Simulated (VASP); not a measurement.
The system is GaN.

```
CELL_PARAMETERS angstrom
3.18315 0.00000 0.00000
-1.59157 2.75669 0.00000
0.00000 0.00000 5.18363
ATOMIC_POSITIONS crystal
Ga 0.33333 0.66667 0.99911
Ga 0.66667 0.33333 0.49911
N 0.33333 0.66667 0.37589
N 0.66667 0.33333 0.87589
```

Base run:

- Program: VASP 6.6.1
- Functional: PBE
- Potentials or basis: VASP PAW PBE potentials, release 64 (Ga_d, N)
- Cutoff: 520 eV
- k mesh: 9 × 9 × 4
- Occupations: gaussian, width 0.01 eV
- Spin: no spin polarisation

Its results: band gap on the k mesh 1.94 eV, direct; pressure 6.3 GPa; largest force 0.005 eV/Å.

Question: The run is repeated on the same cell with these changes: functional from PBE to r2SCAN. What comes out?

Answer: Band gap on the k mesh 2.34 eV, direct; pressure 1.1 GPa; largest force 0.005 eV/Å.

r2SCAN gives the wider gap, since meta-GGAs in the generalised Kohn-Sham scheme recover part of the derivative discontinuity.

Caveats: the PAW data sets were made with another functional, which shifts forces and pressure a little (some runs).

